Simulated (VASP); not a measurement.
# Os (P6_3/mmc) in VASP: notebook

The runs below take Os through single point, with PBE.

All numbers are computed with VASP 6.6.1; they aren't measurements. Logs are shortened: lines on timing, memory, paths and dates and some standing lists are left out, and cuts for length are marked.

## 1. The cell of the first run

Symmetry: P6_3/mmc, No. 194, hexagonal system. The conventional cell has a = 2.746 Å, b = 2.746 Å, c = 4.326 Å, α = 90.00°, β = 90.00°, γ = 120.00°. Within 3.5 Å of Os (site symmetry -6m2) lie 12 Os at 2.68 to 2.75 Å.

## 2. Single point, PBE

INCAR

```
SYSTEM = Os
PREC     = Accurate       ! precision mode
ENCUT    = 600            ! plane-wave cutoff, eV
EDIFF    = 1E-6           ! SCF threshold, eV
ISMEAR   = 0              ! smearing method
SIGMA    = 0.1            ! smearing width, eV
LREAL    = .FALSE.        ! projectors in reciprocal space
LASPH    = .TRUE.         ! aspherical terms in the spheres
NELM     = 120            ! most SCF steps
ALGO     = Normal         ! electronic algorithm
ISIF     = 2              ! what is computed and relaxed
LWAVE    = .FALSE.        ! write WAVECAR
LCHARG   = .TRUE.         ! write CHGCAR
GGA      = PE             ! functional
LELF     = .TRUE.         ! ELF
LVHAR    = .TRUE.       
NELECT   = 15.0         
NBANDS   = 15             ! bands
GGA_COMPAT= .FALSE.
```

KPOINTS

```
Automatic mesh
0
G
  6 6 4
  0 0 0
```

POSCAR

```
Os
1.0
    2.7461342319      0.0000000000      0.0000000000
   -1.3730671160      2.3782220070      0.0000000000
    0.0000000000      0.0000000000      4.3263142200
Os
2
Direct
    0.3333333333      0.6666666667      0.2500000000
    0.6666666667      0.3333333333      0.7500000000
```

Potentials or basis: VASP PAW PBE potentials, release 64 (Os).

The run is started by

```bash
$ cat potpaw_PBE.64/Os/POTCAR > POTCAR
$ mpirun -np 1 vasp_std > vasp.out
```

OUTCAR:

```text
SYSTEM = Os
   PREC = Accurate
   ENCUT = 600
   EDIFF = 1E-6
   ISMEAR = 0
   LREAL = .FALSE.
   LASPH = .TRUE.
   NELM = 120
   ISIF = 2
   GGA = PE
   NELECT = 15.0

 ion  position               nearest neighbor table
   1  0.333  0.667  0.250-   2 2.68   2 2.68   2 2.68   2 2.68   2 2.68   2 2.68
   2  0.667  0.333  0.750-   1 2.68   1 2.68   1 2.68   1 2.68   1 2.68   1 2.68

  LATTYP: Found a hexagonal cell.
 ALAT       =     2.7461342319
 C/A-ratio  =     1.5754197918

  Lattice vectors:

 A1 = (   2.7461342319,   0.0000000000,   0.0000000000)
 A2 = (  -1.3730671160,   2.3782220070,   0.0000000000)
 A3 = (   0.0000000000,   0.0000000000,   4.3263142200)

Analysis of symmetry for initial positions (statically):
=====================================================================
 Subroutine PRICEL returns:
 Original cell was already a primitive cell.

 Routine SETGRP: Setting up the symmetry group for a
 hexagonal supercell.

 Subroutine GETGRP returns: Found 24 space group operations
 (whereof 12 operations were pure point group operations)
 out of a pool of 24 trial point group operations.

The static configuration has the point symmetry D_3d.
 The point group associated with its full space group is D_6h.

Analysis of symmetry for dynamics (positions and initial velocities):
=====================================================================
 Subroutine PRICEL returns:
 Original cell was already a primitive cell.

 Routine SETGRP: Setting up the symmetry group for a
 hexagonal supercell.

 Subroutine GETGRP returns: Found 24 space group operations
 (whereof 12 operations were pure point group operations)
 out of a pool of 24 trial point group operations.

The dynamic configuration has the point symmetry D_3d.
 The point group associated with its full space group is D_6h.

 Subroutine INISYM returns: Found 24 space group operations
 (whereof 12 operations are pure point group operations),
 and found     1 'primitive' translations

----------------------------------------------------------------------------------------

                                     Primitive cell

  volume of cell :      28.2548

  direct lattice vectors                    reciprocal lattice vectors
     2.746134232  0.000000000  0.000000000     0.364148259  0.210241095  0.000000000
    -1.373067116  2.378222007  0.000000000     0.000000000  0.420482191  0.000000000
     0.000000000  0.000000000  4.326314220     0.000000000  0.000000000  0.231143636

  length of vectors
     2.746134232  2.746134232  4.326314220     0.420482191  0.420482191  0.231143636
[... 89 lines left out ...]
   NUPDOWN=      -1.0000    fix difference up-down
   EMIN   =  10.00;   EMAX   =-10.00  energy-range for DOS
   EFERMI =   0.00;   METHOD = LEGACY
   ISMEAR =     0;   SIGMA  =   0.10  broadening in eV -4-tet -1-fermi 0-gaus
   EFERMI_NEDOS =   21; number of points for ismear=-14 and -15
   IALGO  =     38    algorithm
   IMIX   =      4    mixing-type and parameters
     AMIX     =   0.40;   BMIX     =  1.00
     AMIX_MAG =   1.60;   BMIX_MAG =  1.00
  volume/ion in A,a.u.               =      14.13        95.34
  Fermi-wavevector in a.u.,A,eV,Ry     =   1.325586  2.504994 23.907855  1.757178
  Thomas-Fermi vector in A             =   2.455036
   LORBIT       =      0    0 simple, 1 ext, 2 COOP (PROOUT), +10 PAW based schemes
   GGA     = PE    functional components
   LHFCALC =     F    Hartree Fock is set to
   AEXX    =    0.0000 exact exchange contribution
   IVDW    =     0    specifies the selected vdW correction
   LEPSILON=     F    determine dielectric tensor
   LRPA    =     F    only Hartree local field effects (RPA)
 non-spin polarized calculation
 Gauss-broadening in eV      SIGMA  =   0.10
  energy-cutoff  :      600.00
  volume of cell :       28.25
 maximum number of plane-waves:       965
 NGX is ok and might be reduce to    24
   NGX = 11   NGY = 11   NGZ = 17

 number of electron      15.0000001 magnetization

 Free energy of the ion-electron system (eV)
  ---------------------------------------------------
  ext. energy  EPLUGINS =         0.00000000
  ---------------------------------------------------
  free energy    TOTEN  =       -31.45787948 eV

  energy without entropy =      -31.44864691  energy(sigma->0) =      -31.45326320

 E-fermi :   8.3512     XC(G=0): -13.7613

 val. band max:        8.2377693725   @ k =   0.1667   0.1667   0.0000
 cond. band min:       8.3662961814   @ k =   0.1667   0.1667   0.2500
 fundamental gap:      0.1285268089
 Fermi energy:         8.3511812257

 k-point     1 :       0.0000    0.0000    0.0000
  band No.  band energies     occupation
      1      -1.2695      2.00000
      2       1.7378      2.00000
      3       6.2395      2.00000
      4       6.2395      2.00000
      5       6.4995      2.00000
      6       7.0351      2.00000
      7       7.0351      2.00000
      8       7.6163      2.00000
      9       7.6163      2.00000
     10       9.6171      0.00000
     11      10.7795      0.00000
     12      10.7795      0.00000
     13      18.2442      0.00000
     14      23.7916      0.00000
[... 347 lines left out ...]
      2       3.5799      2.00000
      3       4.5309      2.00000
      4       4.5309      2.00000
      5       5.9322      2.00000
      6       5.9322      2.00000
      7       7.8878      2.00000
      8       7.8878      2.00000
      9      10.7273      0.00000
     10      10.7273      0.00000
     11      17.5321      0.00000
     12      17.5321      0.00000
     13      18.5911      0.00000
     14      18.5911      0.00000
     15      20.5132      0.00000

------------------------ aborting loop because EDIFF is reached ----------------------------------------

  FORCE on cell =-STRESS in cart. coord.  units (eV):
  Direction    XX          YY          ZZ          XY          YZ          ZX
  --------------------------------------------------------------------------------------
  -------------------------------------------------------------------------------------
  Total      -14.3264278    -14.3264278    -13.3869290      0.0000000     -0.0000000     -0.0000000
  in kB     -812.3745003   -812.3745003   -759.1005872      0.0000000     -0.0000000     -0.0000000
  external PRESSURE =    -794.6165293 kB  Pullay stress =       0.0000000 kB

 VOLUME and BASIS-vectors are now :
 -----------------------------------------------------------------------------
  energy-cutoff  :      600.00
  volume of cell :       28.25
      direct lattice vectors                 reciprocal lattice vectors
     2.746134232  0.000000000  0.000000000     0.364148259  0.210241095  0.000000000
    -1.373067116  2.378222007  0.000000000     0.000000000  0.420482191  0.000000000
     0.000000000  0.000000000  4.326314220     0.000000000  0.000000000  0.231143636

 POSITION                                       TOTAL-FORCE (eV/Angst)
 -----------------------------------------------------------------------------------
     -0.00000      1.58548      1.08158        -0.000000      0.000000      0.000000
      1.37307      0.79274      3.24474         0.000000     -0.000000      0.000000
 -----------------------------------------------------------------------------------
    total drift:                               -0.000000      0.000000     -0.000000

  FREE ENERGIE OF THE ION-ELECTRON SYSTEM (eV)
  ---------------------------------------------------
  free  energy   TOTEN  =       -31.4578794822 eV

  energy  without entropy=      -31.4486469139  energy(sigma->0) =      -31.45326320
```

Wall time 10 s (1 thread of Intel Xeon Platinum 8259CL at 2.50GHz (Skylake/Cascade Lake), shared host); peak memory 0.15 GiB.

What came out:

- Free energy: -31.4579 eV

Caveat: the k points lie up to 0.44 Å⁻¹ apart, too coarse for converged energies and pressures of a metal; the cell carries a net charge on a neutralising background, which shifts energy and pressure; the cell is charged against a uniform background, so pressure and absolute levels hang on convention; spin-orbit coupling is left out, which moves the levels of the heavy elements.

## 3. Single point, PBE

INCAR

```
ALGO = Normal
EDIFF = 1E-6
ENCUT = 600
GGA = PE
GGA_COMPAT = False
ISIF = 2
ISMEAR = 0
LASPH = True
LCHARG = False
LREAL = False
LWAVE = False
NBANDS = 15
NELM = 120
PREC = Accurate
SIGMA = 0.21
```

KPOINTS

```
k-points
0
Gamma
  6 6 4
```

POSCAR is that of step 2.

Potentials or basis: VASP PAW PBE potentials, release 64 (Os).

The run is started by

```bash
$ cat potpaw_PBE.64/Os/POTCAR > POTCAR
$ mpirun -np 1 vasp_std > vasp.out
```

Wall time 9.7 s (1 thread of Intel Xeon Platinum 8259CL at 2.50GHz (Skylake/Cascade Lake), shared host); peak memory 0.15 GiB.

The run converged. Its results:

| Item | Value |
| --- | --- |
| Free energy | -22.4394 eV |
| Pressure | 5.2 GPa |
| Band gap on the k mesh | zero (bands 8 and 9 overlap by 3.54 eV) |

Stress tensor (GPa, compression positive):
```
6.52 0.00 0.00
0.00 6.52 0.00
0.00 0.00 2.53
```

Levels at points of the mesh, in eV from the Fermi level:
| k point | band 4 | band 5 | band 6 | band 7 | band 8 | band 9 | band 10 | band 11 | band 12 | band 13 |
| --- | --- | --- | --- | --- | --- | --- | --- | --- | --- | --- |
| (0.00, 0.00, 0.00) | -3.32 | -3.03 | -2.49 | -2.49 | -1.87 | -1.87 | -0.23 | 1.36 | 1.36 | 8.69 |
| (0.50, 0.00, 0.00) | -3.82 | -3.19 | -2.82 | -2.14 | 1.67 | 2.23 | 2.38 | 4.04 | 5.32 | 8.97 |
| (0.00, 0.00, 0.50) | -3.81 | -3.52 | -3.52 | -3.52 | -3.52 | 0.58 | 0.58 | 0.58 | 0.58 | 13.44 |
| (0.50, 0.00, 0.50) | -5.55 | -1.50 | -1.50 | -0.46 | -0.46 | 2.01 | 2.01 | 2.96 | 2.96 | 8.71 |

Caveat: the k points lie up to 0.44 Å⁻¹ apart, too coarse for converged energies and pressures of a metal; spin-orbit coupling is left out, which moves the levels of the heavy elements.

## 4. Single point, PBE

INCAR

```
SYSTEM = Os
ALGO = Normal
EDIFF = 1E-6
ENCUT = 600
GGA = PE
GGA_COMPAT = .FALSE.
ISIF = 2
ISMEAR = 0
LASPH = .TRUE.
LCHARG = .FALSE.
LREAL = .FALSE.
LWAVE = .FALSE.
NBANDS = 15
NELM = 120
PREC = Accurate
SIGMA = 0.1
```

KPOINTS

```
k-points
0
G
  6 6 4
  0 0 0
```

POSCAR is that of step 3.

The run is started by

```bash
$ cat potpaw_PBE.64/Os/POTCAR > POTCAR
$ mpirun -np 1 vasp_std > vasp.out
```

Run time: 10 s. Hardware: 1 thread of Intel Xeon Platinum 8259CL at 2.50GHz (Skylake/Cascade Lake), shared host; peak memory 0.15 GiB.

Results (log left out):

```
Free energy            : -22.4243 eV
Pressure               : 5.1 GPa
Band gap on the k mesh : zero (bands 8 and 9 overlap by 3.54 eV)
```

Stress tensor (GPa, compression positive):
```
6.78 0.00 0.00
0.00 6.78 0.00
0.00 0.00 1.72
```

Levels at points of the mesh, in eV from the Fermi level:
```csv
k point,band 4,band 5,band 6,band 7,band 8,band 9,band 10,band 11,band 12,band 13
"(0.00, 0.00, 0.00)",-3.36,-3.07,-2.52,-2.52,-1.91,-1.91,-0.27,1.32,1.32,8.65
"(0.50, 0.00, 0.00)",-3.86,-3.23,-2.86,-2.18,1.63,2.19,2.34,4.00,5.28,8.94
"(0.00, 0.00, 0.50)",-3.85,-3.56,-3.56,-3.56,-3.56,0.54,0.54,0.54,0.54,13.40
"(0.50, 0.00, 0.50)",-5.59,-1.54,-1.54,-0.50,-0.50,1.97,1.97,2.92,2.92,8.67
```

Caveat: the k points lie up to 0.44 Å⁻¹ apart, too coarse for converged energies and pressures of a metal; spin-orbit coupling is left out, which moves the levels of the heavy elements.
